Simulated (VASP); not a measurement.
# Al5O3 (P4/mmm) in VASP: a series of runs

Al5O3 is run at these levels: PBE; tasks: single point, relaxation of cell and atoms.

All numbers are computed with VASP 6.6.1; they aren't measurements. Logs are shortened: lines on timing, memory, paths and dates and some standing lists are left out, and cuts for length are marked.

**1. The cell of the first run**

Symmetry: P4/mmm, No. 123, tetragonal system. The conventional cell has a = 2.630 Å, b = 2.630 Å, c = 14.058 Å, α = 90.00°, β = 90.00°, γ = 90.00°. Al (site symmetry 4mm) has 9 Al at 2.63 to 3.30 Å and 4 O at 2.87 Å within 3.5 Å. Al (site symmetry 4/mmm) has 8 O at 2.17 Å and 4 Al at 2.63 Å within 2.9 Å. Within 3.1 Å of Al (site symmetry 4mm) lie 4 O at 2.38 Å and 9 Al at 2.63 to 2.98 Å. O (site symmetry 4mm) has 8 Al at 2.17 to 2.87 Å and 5 O at 2.23 to 2.63 Å within 2.9 Å. Within 3.1 Å of O (site symmetry 4/mmm) lie 8 Al at 2.38 Å and 4 O at 2.63 Å.

**2. Single point, PBE**

INCAR

```
  PREC = Accurate
  ENCUT = 520
  EDIFF = 1E-6
  ISMEAR = 0
  SIGMA = 0.1
  LREAL = F
  LASPH = T
  NELM = 100
  ALGO = Normal
  ISIF = 2
  LWAVE = F
  LCHARG = T
  GGA = PE
  LELF = T
  LVHAR = T
  NBANDS = 26
```

KPOINTS

```
Automatic mesh
0
Gamma
  14 14 4
```

POSCAR

```
Al5O3
1.0
    2.6295860119      0.0000000000      0.0000000000
    0.0000000000      2.6295860119      0.0000000000
    0.0000000000      0.0000000000     14.0584033563
Al O
5 3
Direct
    0.0000000000      0.0000000000      0.2349578513
    0.0000000000      0.0000000000      0.7650421487
    0.0000000000      0.0000000000      0.0000000000
    0.5000000000      0.5000000000      0.3941594367
    0.5000000000      0.5000000000      0.6058405633
    0.5000000000      0.5000000000      0.0793720132
    0.5000000000      0.5000000000      0.9206279868
    0.0000000000      0.0000000000      0.5000000000
```

Potentials or basis: VASP PAW PBE potentials, release 64 (Al, O).

Started as:

```sh
$ cat potpaw_PBE.64/Al/POTCAR potpaw_PBE.64/O/POTCAR > POTCAR
$ mpirun -np 1 vasp_std > vasp.out
```

OUTCAR:

```text
PREC = Accurate
   ENCUT = 520
   EDIFF = 1E-6
   ISMEAR = 0
   LREAL = F
   LASPH = T
   NELM = 100
   ISIF = 2
   GGA = PE

 ion  position               nearest neighbor table
   1  0.000  0.000  0.235-   4 2.91   4 2.91   4 2.91   4 2.91   3 3.30
   2  0.000  0.000  0.765-   5 2.91   5 2.91   5 2.91   5 2.91   3 3.30
   3  0.000  0.000  0.000-   6 2.17   7 2.17   6 2.17   7 2.17   6 2.17   7 2.17   6 2.17   7 2.17
                             1 3.30   2 3.30
   4  0.500  0.500  0.394-   8 2.38   8 2.38   8 2.38   8 2.38   1 2.91   1 2.91   1 2.91   1 2.91
                             5 2.98
   5  0.500  0.500  0.606-   8 2.38   8 2.38   8 2.38   8 2.38   2 2.91   2 2.91   2 2.91   2 2.91
                             4 2.98
   6  0.500  0.500  0.079-   3 2.17   3 2.17   3 2.17   3 2.17
   7  0.500  0.500  0.921-   3 2.17   3 2.17   3 2.17   3 2.17
   8  0.000  0.000  0.500-   4 2.38   5 2.38   4 2.38   5 2.38   4 2.38   5 2.38   4 2.38   5 2.38

  LATTYP: Found a simple tetragonal cell.
 ALAT       =     2.6295860119
 C/A-ratio  =     5.3462420673

  Lattice vectors:

 A1 = (   2.6295860119,   0.0000000000,   0.0000000000)
 A2 = (   0.0000000000,   2.6295860119,   0.0000000000)
 A3 = (   0.0000000000,   0.0000000000,  14.0584033563)

Analysis of symmetry for initial positions (statically):
=====================================================================
 Subroutine PRICEL returns:
 Original cell was already a primitive cell.

 Routine SETGRP: Setting up the symmetry group for a
 simple tetragonal supercell.

 Subroutine GETGRP returns: Found 16 space group operations
 (whereof 16 operations were pure point group operations)
 out of a pool of 16 trial point group operations.

The static configuration has the point symmetry D_4h.

Analysis of symmetry for dynamics (positions and initial velocities):
=====================================================================
 Subroutine PRICEL returns:
 Original cell was already a primitive cell.

 Routine SETGRP: Setting up the symmetry group for a
 simple tetragonal supercell.

 Subroutine GETGRP returns: Found 16 space group operations
 (whereof 16 operations were pure point group operations)
 out of a pool of 16 trial point group operations.

The dynamic configuration has the point symmetry D_4h.

 Subroutine INISYM returns: Found 16 space group operations
 (whereof 16 operations are pure point group operations),
 and found     1 'primitive' translations

[... 106 lines left out ...]
   EDIFF  = 0.1E-05   stopping-criterion for ELM
   LREAL  =      F    real-space projection
   EDIFFG = 0.1E-04   stopping-criterion for IOM
   NSW    =      0    number of steps for IOM
   IBRION =     -1    ionic relax: 0-MD 1-quasi-New 2-CG
   NFREE  =      0    steps in history (QN), initial steepest desc. (CG)
   ISIF   =      2    stress and relaxation
   ISYM   =      2    0-nonsym 1-usesym 2-fastsym
   POTIM  = 0.5000    time-step for ionic-motion
   TEBEG  =    0.0;   TEEND  =   0.0 temperature during run
   PSTRESS=    0.0 pullay stress
   NELECT =      33.0000    total number of electrons
   NUPDOWN=      -1.0000    fix difference up-down
   EMIN   =  10.00;   EMAX   =-10.00  energy-range for DOS
   EFERMI =   0.00;   METHOD = LEGACY
   ISMEAR =     0;   SIGMA  =   0.10  broadening in eV -4-tet -1-fermi 0-gaus
   EFERMI_NEDOS =   21; number of points for ismear=-14 and -15
   IALGO  =     38    algorithm
   IMIX   =      4    mixing-type and parameters
     AMIX     =   0.40;   BMIX     =  1.00
     AMIX_MAG =   1.60;   BMIX_MAG =  1.00
  volume/ion in A,a.u.               =      12.15        82.00
  Fermi-wavevector in a.u.,A,eV,Ry     =   1.142026  2.158116 17.745028  1.304223
  Thomas-Fermi vector in A             =   2.278725
   LORBIT       =      0    0 simple, 1 ext, 2 COOP (PROOUT), +10 PAW based schemes
   GGA     = PE    functional components
   LHFCALC =     F    Hartree Fock is set to
   AEXX    =    0.0000 exact exchange contribution
   IVDW    =     0    specifies the selected vdW correction
   LEPSILON=     F    determine dielectric tensor
   LRPA    =     F    only Hartree local field effects (RPA)
 non-spin polarized calculation
 Gauss-broadening in eV      SIGMA  =   0.10
  energy-cutoff  :      520.00
  volume of cell :       97.21
 maximum number of plane-waves:      2648
 NGX is ok and might be reduce to    20
   NGX =  9   NGY =  9   NGZ = 53

 number of electron      32.9999998 magnetization

 Free energy of the ion-electron system (eV)
  ---------------------------------------------------
  ext. energy  EPLUGINS =         0.00000000
  ---------------------------------------------------
  free energy    TOTEN  =       -39.16786937 eV

  energy without entropy =      -39.15992710  energy(sigma->0) =      -39.16389823

 E-fermi :   7.9476     XC(G=0): -10.7766

 val. band max:        7.9387977364   @ k =   0.5000   0.0714   0.0000
 cond. band min:       7.9552822003   @ k =   0.4286   0.0714   0.0000
 fundamental gap:      0.0164844639
 Fermi energy:         7.9475659598

 k-point     1 :       0.0000    0.0000    0.0000
  band No.  band energies     occupation
      1     -12.4886      2.00000
      2     -12.2338      2.00000
      3     -10.4191      2.00000
      4      -2.7573      2.00000
      5      -2.0424      2.00000
      6       0.0937      2.00000
[... 685 lines left out ...]
     25      13.1776      0.00000
     26      14.1449      0.00000

 [... further k-points ...]
[... 5 lines left out ...]
  --------------------------------------------------------------------------------------
  -------------------------------------------------------------------------------------
  Total       -0.0149045     -0.0149045     -0.0285189      0.0000000      0.0000000     -0.0000000
  in kB       -0.2456495     -0.2456495     -0.4700372      0.0000000      0.0000000     -0.0000000
  external PRESSURE =      -0.3204454 kB  Pullay stress =       0.0000000 kB

 VOLUME and BASIS-vectors are now :
 -----------------------------------------------------------------------------
  energy-cutoff  :      520.00
  volume of cell :       97.21
      direct lattice vectors                 reciprocal lattice vectors
     2.629586012  0.000000000  0.000000000     0.380287998  0.000000000  0.000000000
     0.000000000  2.629586012  0.000000000     0.000000000  0.380287998  0.000000000
     0.000000000  0.000000000 14.058403356     0.000000000  0.000000000  0.071131833

 POSITION                                       TOTAL-FORCE (eV/Angst)
 -----------------------------------------------------------------------------------
      0.00000      0.00000      3.30313        -0.000000      0.000000      0.000668
      0.00000      0.00000     10.75527        -0.000000      0.000000     -0.000668
      0.00000      0.00000      0.00000        -0.000000      0.000000      0.000000
      1.31479      1.31479      5.54125        -0.000000      0.000000      0.001216
      1.31479      1.31479      8.51715        -0.000000      0.000000     -0.001216
      1.31479      1.31479      1.11584         0.000000     -0.000000      0.003045
      1.31479      1.31479     12.94256        -0.000000     -0.000000     -0.003045
      0.00000      0.00000      7.02920        -0.000000      0.000000      0.000000
 -----------------------------------------------------------------------------------
    total drift:                                0.000000      0.000000      0.000000

  FREE ENERGIE OF THE ION-ELECTRON SYSTEM (eV)
  ---------------------------------------------------
  free  energy   TOTEN  =       -39.1678693704 eV

  energy  without entropy=      -39.1599270960  energy(sigma->0) =      -39.16389823
```

stdout:

```text
POSCAR found type information on POSCAR AlO
 POSCAR found :  2 types and       8 ions
 scaLAPACK will be used
 LDA part: xc-table for (Slater+PW92), standard interpolation
 POSCAR, INCAR and KPOINTS ok, starting setup
 FFT: planning ... GRIDC
 FFT: planning ... GRID_SOFT
 FFT: planning ... GRID
 WAVECAR not read
 entering main loop
```

Run time: 3.6 min. Hardware: 1 thread of AMD EPYC 7R43 (Zen 3), shared host; peak memory 0.29 GiB.

What came out:

| Property | Result |
| --- | --- |
| Free energy | -39.1679 eV |
| Pressure | 0.0 GPa |
| Largest force | 0.003 eV/Å |

Forces in eV/Å, atoms in the order of the input:
```
Al   0.000  0.000  0.001
Al   0.000  0.000 -0.001
Al   0.000  0.000  0.000
Al   0.000  0.000  0.001
Al   0.000  0.000 -0.001
O    0.000  0.000  0.003
O    0.000  0.000 -0.003
O    0.000  0.000  0.000
```

Levels at points of the mesh, in eV from the Fermi level:
```
           k point  band 14  band 15  band 16  band 17  band 18  band 19
(0.00, 0.00, 0.00)    -1.63    -1.63    -0.76    -0.34     2.13     2.98
(0.50, 0.00, 0.00)    -2.38    -1.95    -1.08    -0.76    -0.08     0.74
(0.50, 0.50, 0.00)    -0.87    -0.40    -0.40     0.02     1.12     1.45
(0.00, 0.00, 0.50)    -2.13    -1.63    -1.63     0.76     1.36     3.88
(0.50, 0.00, 0.50)    -1.95    -1.90    -1.08    -0.78    -0.39     0.38
(0.50, 0.50, 0.50)    -0.90    -0.35    -0.35     0.06     1.32     1.33
```

Caveat: an odd number of electrons without spin polarisation forces a metal; a magnetic or distorted state may lie lower.

**3. Relaxation of cell and atoms, PBE**

This run uses another cell than the first one, of 11.99 Å³/atom, 0.987 times its volume.

INCAR

```
ALGO     = Normal         # electronic algorithm
EDIFF    = 1E-6           # SCF threshold, eV
EDIFFG   = -0.01          # ionic threshold
ENCUT    = 600            # plane-wave cutoff, eV
GGA      = PE             # functional
IBRION   = 2              # ionic algorithm
ISIF     = 3              # what is computed and relaxed
ISMEAR   = 0              # smearing method
LASPH    = True           # aspherical terms in the spheres
LCHARG   = False          # write CHGCAR
LREAL    = False          # projectors in reciprocal space
LWAVE    = False          # write WAVECAR
NELM     = 100            # most SCF steps
NSW      = 100            # ionic steps
PREC     = Accurate       # precision mode
SIGMA    = 0.1            # smearing width, eV
```

KPOINTS

```
k-points
0
Gamma
  14 14 4
```

POSCAR

```
Al5O3
1.0
    2.6600404702      0.0000000000      0.0000000000
    0.0000000000      2.6600404702      0.0000000000
    0.0000000000      0.0000000000     13.5534084982
Al O
5 3
Direct
    0.0000000000      0.0000000000      0.2422398193
    0.0000000000      0.0000000000      0.7577601807
    0.0000000000      0.0000000000      0.0000000000
    0.5000000000      0.5000000000      0.3918389204
    0.5000000000      0.5000000000      0.6081610796
    0.5000000000      0.5000000000      0.0826606094
    0.5000000000      0.5000000000      0.9173393906
    0.0000000000      0.0000000000      0.5000000000
```

Potentials or basis: VASP PAW PBE potentials, release 64 (Al, O).

Started as:

```sh
$ cat potpaw_PBE.64/Al/POTCAR potpaw_PBE.64/O/POTCAR > POTCAR
$ mpirun -np 1 vasp_std > vasp.out
```

Wall time 13 min (1 thread of Intel Xeon 6975P-C (Granite Rapids), shared host); peak memory 0.38 GiB.

The run converged. Its results:

```
Free energy                            : -39.1727 eV
Relaxed volume                         : 12.14 Å³/atom
Relaxed cell                           : a = 2.629 Å, b = 2.629 Å, c = 14.051 Å, α = 90.00°, β = 90.00°, γ = 90.00°
Space group after relaxing (to 0.05 Å) : P4/mmm (No. 123)
Energy gained by relaxing              : 16.1 meV/atom
Ionic steps                            : 14
Pressure after relaxing                : 0.0 GPa
Largest force after relaxing           : 0.004 eV/Å
```

Forces on the atoms (eV/Å):
```
Al   0.000  0.000 -0.002
Al   0.000  0.000  0.002
Al   0.000  0.000  0.000
Al   0.000  0.000  0.004
Al   0.000  0.000 -0.004
O    0.000  0.000 -0.003
O    0.000  0.000  0.003
O    0.000  0.000  0.000
```

Step by step:
```tsv
step	energy change (eV)	largest force (eV/Å)	pressure (GPa)	volume (Å³)
1	0.0000	0.4230	0.23	95.90
2	-0.0653	0.3952	0.14	96.13
3	-0.0830	0.5848	0.18	96.26
4	-0.1211	0.1598	0.54	96.59
5	-0.1234	0.1539	0.69	96.70
6	-0.1268	0.0655	-0.33	97.58
7	-0.1268	0.0701	-0.28	97.52
8	-0.1281	0.0463	-0.13	97.34
9	-0.1286	0.0527	0.20	96.94
10	-0.1288	0.0269	0.10	97.06
11	-0.1291	0.0180	-0.03	97.12
12	-0.1291	0.0198	-0.01	97.11
13	-0.1291	0.0161	-0.02	97.10
14	-0.1291	0.0037	-0.02	97.11
```

Final structure:
```cif
data_structure
_symmetry_space_group_name_H-M 'P 1'
_symmetry_Int_Tables_number 1
_cell_length_a 2.6289
_cell_length_b 2.6289
_cell_length_c 14.0511
_cell_angle_alpha 90.000
_cell_angle_beta 90.000
_cell_angle_gamma 90.000
_cell_volume 97.11
loop_
_atom_site_label
_atom_site_type_symbol
_atom_site_fract_x
_atom_site_fract_y
_atom_site_fract_z
_atom_site_occupancy
Al1 Al 0.00000 0.00000 0.23499 1
Al2 Al 0.00000 0.00000 0.76501 1
Al3 Al 0.00000 0.00000 0.00000 1
Al4 Al 0.50000 0.50000 0.39413 1
Al5 Al 0.50000 0.50000 0.60587 1
O1 O 0.50000 0.50000 0.07942 1
O2 O 0.50000 0.50000 0.92058 1
O3 O 0.00000 0.00000 0.50000 1
```

Levels at points of the mesh, in eV from the Fermi level:
| k point | band 12 | band 13 | band 14 | band 15 | band 16 | band 17 | band 18 | band 19 | band 20 | band 21 |
| --- | --- | --- | --- | --- | --- | --- | --- | --- | --- | --- |
| (0.00, 0.00, 0.00) | -2.53 | -2.53 | -1.63 | -1.63 | -0.76 | -0.34 | 2.14 | 2.98 | 5.14 | 5.93 |
| (0.50, 0.00, 0.00) | -3.47 | -2.57 | -2.38 | -1.96 | -1.09 | -0.75 | -0.08 | 0.74 | 0.81 | 3.89 |
| (0.50, 0.50, 0.00) | -1.23 | -0.87 | -0.87 | -0.41 | -0.41 | 0.02 | 1.12 | 1.45 | 1.85 | 2.03 |
| (0.00, 0.00, 0.50) | -2.53 | -2.53 | -2.13 | -1.63 | -1.63 | 0.76 | 1.36 | 3.88 | 4.13 | 6.68 |
| (0.50, 0.00, 0.50) | -3.67 | -2.57 | -1.96 | -1.90 | -1.09 | -0.78 | -0.38 | 0.38 | 1.25 | 4.54 |
| (0.50, 0.50, 0.50) | -1.23 | -0.91 | -0.91 | -0.35 | -0.35 | 0.06 | 1.32 | 1.33 | 1.34 | 2.24 |

Caveat: an odd number of electrons without spin polarisation forces a metal; a magnetic or distorted state may lie lower.

**4. Single point, PBE**

This run uses another cell than the first one, of 11.99 Å³/atom, 0.987 times its volume.

INCAR

```
PREC = Accurate
ENCUT = 520
EDIFF = 1E-6
ISMEAR = 0
SIGMA = 0.1
LREAL = False
LASPH = True
NELM = 100
ALGO = Normal
ISIF = 2
LWAVE = False
LCHARG = False
GGA = PE
NBANDS = 26
```

KPOINTS

```
Automatic mesh
0
Gamma
  6 6 2
```

POSCAR is that of step 3.

Started as:

```sh
$ cat potpaw_PBE.64/Al/POTCAR potpaw_PBE.64/O/POTCAR > POTCAR
$ mpirun -np 1 vasp_std > vasp.out
```

Wall time 51 s (1 thread of AMD EPYC 7R43 (Zen 3), shared host); peak memory 0.16 GiB.

The run converged. Its results:

```yaml
Free_energy: -39.0182 eV
Pressure: 0.1 GPa
Largest_force: 0.007 eV/Å
```

Forces on the atoms (eV/Å):
```
Al   0.000  0.000 -0.002
Al   0.000  0.000  0.002
Al   0.000  0.000  0.000
Al   0.000  0.000  0.002
Al   0.000  0.000 -0.002
O    0.000  0.000  0.007
O    0.000  0.000 -0.007
O    0.000  0.000  0.000
```

Levels at points of the mesh, in eV from the Fermi level:
| k point | band 13 | band 14 | band 15 | band 16 | band 17 | band 18 | band 19 | band 20 |
| --- | --- | --- | --- | --- | --- | --- | --- | --- |
| (0.00, 0.00, 0.00) | -2.76 | -1.87 | -1.87 | -0.44 | -0.30 | 2.00 | 3.24 | 5.62 |
| (0.50, 0.00, 0.00) | -2.77 | -2.38 | -2.20 | -1.35 | -0.47 | 0.24 | 1.10 | 1.26 |
| (0.50, 0.50, 0.00) | -1.29 | -1.29 | -0.80 | -0.80 | -0.38 | 0.67 | 1.06 | 1.50 |
| (0.00, 0.00, 0.50) | -2.25 | -1.92 | -1.87 | -1.87 | 0.84 | 1.33 | 3.91 | 4.58 |
| (0.50, 0.00, 0.50) | -2.77 | -2.20 | -1.99 | -1.35 | -0.35 | -0.02 | 0.57 | 1.75 |
| (0.50, 0.50, 0.50) | -1.33 | -1.33 | -0.74 | -0.74 | -0.32 | 0.90 | 0.91 | 0.91 |

Caveat: the k points lie up to 0.39 Å⁻¹ apart; an odd number of electrons without spin polarisation forces a metal; a magnetic or distorted state may lie lower.

**5. Single point, PBE**

This run uses another cell than the first one, of 13.69 Å³/atom, 1.127 times its volume.

INCAR

```
SYSTEM = Al5O3
PREC = Accurate
ENCUT = 520
EDIFF = 1E-6
ISMEAR = 0
SIGMA = 0.1
LREAL = .FALSE.
LASPH = .TRUE.
NELM = 80
ALGO = Normal
ISIF = 2
LWAVE = .FALSE.
LCHARG = .FALSE.
GGA = PE
NBANDS = 26
```

KPOINTS

```
regular mesh
0
G
  6 6 2
  0 0 0
```

POSCAR

```
Al5O3
1.0
    3.1500751400      0.0000000000      0.0000000000
    0.0000000000      3.1500751400      0.0000000000
    0.0000000000      0.0000000000     11.0402264000
Al O
5 3
Direct
    0.0000000000      0.0000000000      0.2500000000
    0.0000000000      0.0000000000      0.7500000000
    0.0000000000      0.0000000000      0.0000000000
    0.5000000000      0.5000000000      0.3750000000
    0.5000000000      0.5000000000      0.6250000000
    0.5000000000      0.5000000000      0.1250000000
    0.5000000000      0.5000000000      0.8750000000
    0.0000000000      0.0000000000      0.5000000000
```

Started as:

```sh
$ cat potpaw_PBE.64/Al/POTCAR potpaw_PBE.64/O/POTCAR > POTCAR
$ mpirun -np 1 vasp_std > vasp.out
```

Run time: 72 s. Hardware: 1 thread of AMD EPYC 7R43 (Zen 3), shared host; peak memory 0.18 GiB.

The run converged. Its results:

```yaml
Free_energy: -35.9401 eV
Pressure: -10.1 GPa
Largest_force: 1.218 eV/Å
```

Forces on the atoms (eV/Å):
```
Al   0.000  0.000 -1.132
Al   0.000  0.000  1.132
Al   0.000  0.000  0.000
Al   0.000  0.000  1.218
Al   0.000  0.000 -1.218
O    0.000  0.000 -0.659
O    0.000  0.000  0.659
O    0.000  0.000  0.000
```

Stress tensor (GPa, compression positive):
```
-16.10   0.00   0.00
  0.00 -16.10   0.00
  0.00   0.00   2.04
```

Levels at points of the mesh, in eV from the Fermi level:
```csv
k point,band 13,band 14,band 15,band 16,band 17,band 18,band 19,band 20
"(0.00, 0.00, 0.00)",-2.68,-2.68,-1.71,-0.62,-0.60,3.49,4.23,4.23
"(0.50, 0.00, 0.00)",-2.34,-2.32,-1.88,-1.34,0.51,1.85,2.26,2.87
"(0.50, 0.50, 0.00)",-2.89,-2.14,-1.65,-1.65,-1.23,-0.94,-0.94,-0.06
"(0.00, 0.00, 0.50)",-2.65,-2.65,-1.64,-1.16,-0.09,2.94,4.20,4.20
"(0.50, 0.00, 0.50)",-2.34,-2.32,-1.91,-1.10,0.78,1.63,2.36,2.53
"(0.50, 0.50, 0.50)",-2.60,-1.93,-1.93,-1.87,-1.76,-0.66,-0.66,0.08
```

Caveat: an odd number of electrons without spin polarisation forces a metal; a magnetic or distorted state may lie lower.

(Continued in part 2 of 2.)
